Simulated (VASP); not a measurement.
Runs of VASP 6.6.1 on Pb. The structure is that of space group Pm-3m (No. 221), or close to it. The cells are those of the table. 

```tsv
level	cell	k mesh	cutoff (eV)	grid for exact exchange (PRECFOCK)	gap on the mesh (eV)	pressure (GPa)
r2SCAN	a = 3.294 Å, 1 atom	11 × 11 × 11	520	-	none	(a)
r2SCAN	a = 3.211 Å, 1 atom	11 × 11 × 11	520	-	none	0.2
r2SCAN	a = 3.253 Å, 1 atom	11 × 11 × 11	520	-	none	-1.3
r2SCAN	a = 3.211 Å, 1 atom	5 × 5 × 5	550	-	none	-0.1
r2SCAN0	a = 3.211 Å, 1 atom	5 × 5 × 5	520	Normal	none	-1.3
```

Alike in all rows: task single point; potentials or basis VASP PAW PBE potentials, release 64 (Pb_d); no spin polarisation; smearing fermi-dirac 0.1 eV.

**Question.** Estimate the missing entries.

**Answer.** (a) -2.5.

Caveats: some runs use coarse meshes; the PAW data sets were made with another functional, which shifts forces and pressure a little; spin-orbit coupling is left out, which moves the levels of the heavy elements.

A k mesh can miss the band edges, and the runs leave out spin-orbit coupling on Pb.

A gap of «none» marks levels without a gap at the run's occupations.
